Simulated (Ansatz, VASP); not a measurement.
**Two plane-wave programs on GaN**

```
Ga N
1.0
     3.25728    0.00000    0.00000
    -1.62864    2.82089    0.00000
     0.00000    0.00000    4.78094
Ga N
2 2
Direct
  0.33333 0.66667 0.25000
  0.66667 0.33333 0.75000
  0.66667 0.33333 0.25000
  0.33333 0.66667 0.75000
```

Alike in both runs: task single point; functional PBE; k mesh 9 × 9 × 4; no spin polarisation.

```csv
,VASP,Ansatz
version,VASP 6.6.1,Ansatz 0.2.0
potentials or method,"VASP PAW PBE potentials, release 64 (Ga_d, N)","plane waves, PAW"
plane-wave cutoff (eV),520,420
occupations,"gaussian, width 0.01 eV",fixed
valence electrons in the cell,36,36
```

|  | VASP | Ansatz | Ansatz less VASP |
| --- | --- | --- | --- |
| gap on the k mesh at the Fermi level (eV) | 1.69 | 1.68 | -0.005 |
| pressure (GPa) | 12.3 | 12.3 | +0.03 |
| traceless stress, the component that is largest in VASP (GPa) | -4.92 | -5.22 | -0.291 |
